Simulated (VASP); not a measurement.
Set up this calculation in VASP 6.6.1, as the native input.

* Task: single point
* Functional: PBEsol
* Potentials or basis: VASP PAW PBE potentials, release 64 (Mg, O)
* Cutoff: 520 eV
* k mesh: 8 × 5 × 1
* Occupations: gaussian, width 0.1 eV
* Spin: no spin polarisation
* Dipole correction: yes
* Further INCAR settings: ALGO = Normal; EDIFF = 1e-06; NBANDS = 15

The structure of Mg4O lies in POSCAR:

```
Mg4O
1.0
    3.1881999939      0.0000000000      0.0000000000
    0.0000000000      5.1084658709      0.0000000000
    0.0000000000      0.0000000000     19.1358427726
Mg O
4 1
Direct
    0.0000000000      0.7500000000      0.2090318178
    0.5000000000      0.2500000000      0.2571276385
    0.5000000000      0.7500000000      0.3576109084
    0.0000000000      0.2500000000      0.3990335238
    0.2500000000      0.6250000000      0.4327635422
```

The input as run:

INCAR

```
ALGO = Normal ; DIPOL = 0.5 0.5 0.331
EDIFF = 1E-6 ; ENCUT = 520
GGA = PS ; IDIPOL = 3
ISIF = 2 ; ISMEAR = 0
LASPH = T ; LCHARG = T
LDIPOL = T ; LELF = T
LREAL = F ; LVACPOTAV = T
LVHAR = T ; LWAVE = F
NBANDS = 15 ; NELM = 80
PREC = Accurate ; SIGMA = 0.1
```

KPOINTS

```
k-points
0
Gamma
  8 5 1
```

Potentials or basis: VASP PAW PBE potentials, release 64 (Mg, O).

Launch:

```sh
$ cat potpaw_PBE.64/Mg/POTCAR potpaw_PBE.64/O/POTCAR > POTCAR
$ mpirun -np 1 vasp_std > vasp.out
```

It gave:

The largest force is 2.944 eV/Å and the band gap on the k mesh is zero (bands 7 and 8 overlap by 0.50 eV).

Caveat: the PAW data sets were made with another functional, which shifts forces and pressure a little.

Wall time 4.2 min on 1 thread of Intel Xeon 8259CL, on a shared host, peak memory 0.4 GiB.
